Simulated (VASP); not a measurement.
Write the native input for VASP 6.6.1 that does the following.

- Task: single point
- Functional: PBE
- Potentials or basis: VASP PAW PBE potentials, release 64 (Ru_pv, Ir)
- Cutoff: 520 eV
- k mesh: 18 × 18 × 4
- Occupations: gaussian, width 0.1 eV
- Spin: no spin polarisation
- Dipole correction: no
- Further INCAR settings: ALGO = Fast; EDIFF = 1e-06; NBANDS = 41

The structure of Ir2Ru lies in POSCAR:

```
Ir2Ru
1.0
    2.7410069633      0.0000000000      0.0000000000
   -1.3705034816      2.3737816621      0.0000000000
    0.0000000000      0.0000000000     13.1729027741
Ru Ir
2 4
Direct
    0.6666666667      0.3333333333      0.9205006598
    0.3333333333      0.6666666667      0.0794993402
    0.6666666667      0.3333333333      0.2445200992
    0.6666666667      0.3333333333      0.5846605317
    0.3333333333      0.6666666667      0.7554799008
    0.3333333333      0.6666666667      0.4153394683
```

The input as run:

INCAR

```
SYSTEM = Ir2Ru
ALGO     = Fast           ! electronic algorithm
EDIFF    = 1E-6           ! SCF threshold, eV
ENCUT    = 520            ! plane-wave cutoff, eV
GGA      = PE             ! functional
ISIF     = 2              ! what is computed and relaxed
ISMEAR   = 0              ! smearing method
LASPH    = .TRUE.         ! aspherical terms in the spheres
LCHARG   = .FALSE.        ! write CHGCAR
LREAL    = .FALSE.        ! projectors in reciprocal space
LWAVE    = .FALSE.        ! write WAVECAR
NBANDS   = 41             ! bands
NELM     = 100            ! most SCF steps
PREC     = Accurate       ! precision mode
SIGMA    = 0.1            ! smearing width, eV
```

KPOINTS

```
k-points
0
G
  18 18 4
  0 0 0
```

Potentials or basis: VASP PAW PBE potentials, release 64 (Ru_pv, Ir).

Run with:

```bash
$ cat potpaw_PBE.64/Ru_pv/POTCAR potpaw_PBE.64/Ir/POTCAR > POTCAR
$ mpirun -np 1 vasp_std > vasp.out
```

Results of the run:

The pressure is 0.3 GPa, the largest force is 0.017 eV/Å and the band gap on the k mesh is zero (bands 32 and 33 overlap by 2.67 eV).

Caveat: spin-orbit coupling is left out, which moves the levels of the heavy elements.

Run time: 14 min on 1 thread of AMD EPYC 9R14 (Zen 4), on a shared host, peak memory 0.45 GiB.
